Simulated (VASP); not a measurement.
# Rh: single point with PBE

Rh:

```xyz
1
Lattice="0.0000 1.9491 1.9491 1.9491 0.0000 1.9491 1.9491 1.9491 0.0000" Properties=species:S:1:pos:R:3 pbc="T T T"
Rh    0.0000    0.0000    0.0000
```

This cell differs from its parent crystal: strain +0.025 along x and y, +0.025 along z.

```yaml
Program: VASP 6.6.1
Task: single point
Functional: PBE
Potentials_or_basis: VASP PAW PBE potentials, release 64 (Rh_pv)
Cutoff: 520 eV
k_mesh: 22 × 22 × 22
Occupations: methfessel-paxton, width 0.02 eV
Spin: no spin polarisation
Dipole_correction: no
Further_INCAR_settings: ALGO = Normal; EDIFF = 1e-06; NBANDS = 14
```

```json
{"Pressure": "-11.9 GPa"}
```

Levels at points of the mesh, in eV from the Fermi level:
```
           k point  band 4  band 5  band 6  band 7  band 8  band 9  band 10  band 11
(0.00, 0.00, 0.00)   -7.40   -2.73   -2.73   -2.73   -0.88   -0.88    16.04    20.76
(0.50, 0.00, 0.00)   -5.51   -2.79   -2.79    0.51    0.51    0.84     7.92    15.51
(0.50, 0.50, 0.00)   -5.63   -5.30    0.48    0.87    0.87    3.20    11.38    12.90
```

It took 20 s on 1 thread of Intel(R) Xeon(R) 6975P-C (Granite Rapids), on a shared host, peak memory 0.19 GiB.

Caveat: the cell differs from its parent crystal (strain +0.025 along x and y, +0.025 along z).
